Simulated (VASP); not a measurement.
BeTe: single point with HSE06

BeTe:

```
CELL_PARAMETERS angstrom
0.00000 2.82862 2.82862
2.82862 0.00000 2.82862
2.82862 2.82862 0.00000
ATOMIC_POSITIONS crystal
Be 0.00000 0.00000 0.00000
Te 0.25000 0.25000 0.25000
```

```json
{"Program": "VASP 6.6.1", "Task": "single point", "Functional": "HSE06", "Potentials or basis": "VASP PAW PBE potentials, release 64 (Be, Te)", "Cutoff": "520 eV", "k mesh": "4 × 4 × 4", "Occupations": "methfessel-paxton, width 0.001 eV", "Spin": "no spin polarisation"}
```

```json
{
  "Pressure": "-0.5 GPa",
  "Band gap on the k mesh": "2.69 eV, indirect (least direct gap 4.49 eV)"
}
```

Levels at points of the mesh, in eV from the valence-band top:
```tsv
k point	band 1	band 2	band 3	band 4	band 5	band 6	band 7	band 8
(0.00, 0.00, 0.00)	-13.34	0.00	0.00	0.00	4.49	4.49	4.49	4.52
(0.50, 0.00, 0.00)	-11.86	-6.00	-1.20	-1.20	3.81	5.49	5.49	8.85
(0.50, 0.50, 0.00)	-11.31	-5.57	-2.82	-2.82	2.69	3.41	10.99	10.99
```

It took 3.4 min on 1 thread of Intel(R) Xeon(R) Platinum 8175M CPU @ 2.50GHz (Skylake/Cascade Lake) (shared host), peak memory 0.28 GiB.

Caveat: the k points lie up to 0.48 Å⁻¹ apart; the PAW data sets were made with another functional, which shifts forces and pressure a little; spin-orbit coupling is left out, which moves the levels of the heavy elements. A k mesh can miss the band edges.
